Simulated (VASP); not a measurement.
Here is a VASP 6.6.1 calculation.

INCAR

```
PREC     = Accurate       # precision mode
ENCUT    = 520            # plane-wave cutoff, eV
EDIFF    = 1E-6           # SCF threshold, eV
ISMEAR   = -1             # smearing method
SIGMA    = 0.1            # smearing width, eV
LREAL    = F              # projectors in reciprocal space
LASPH    = T              # aspherical terms in the spheres
NELM     = 100            # most SCF steps
ALGO     = Normal         # electronic algorithm
ISIF     = 2              # what is computed and relaxed
LWAVE    = F              # write WAVECAR
LCHARG   = T              # write CHGCAR
GGA      = RP             # functional
LELF     = T              # ELF
LVHAR    = T            
NBANDS   = 18             # bands
```

The input KPOINTS:

```
Automatic mesh
0
Gamma
  11 11 11
```

POSCAR

```
Cu
1.0
    0.0000000000      2.6478770406      2.6478770406
    2.6478770406      0.0000000000      2.6478770406
    2.6478770406      2.6478770406      0.0000000000
Cu
2
Direct
    0.1250000000      0.1250000000      0.1250000000
    0.8750000000      0.8750000000      0.8750000000
```

Potentials or basis: VASP PAW PBE potentials, release 64 (Cu).

Run with:

```console
$ cat potpaw_PBE.64/Cu/POTCAR > POTCAR
$ mpirun -np 1 vasp_std > vasp.out
```

Question: What does it give for the band gap on the k mesh?

Answer: Zero (band 11 reaches 3.60 eV, above the bottom of band 12 at 2.88 eV).

Question: Predict the pressure.

Answer: 4.6 GPa.

Caveat: the PAW data sets were made with another functional, which shifts forces and pressure a little.
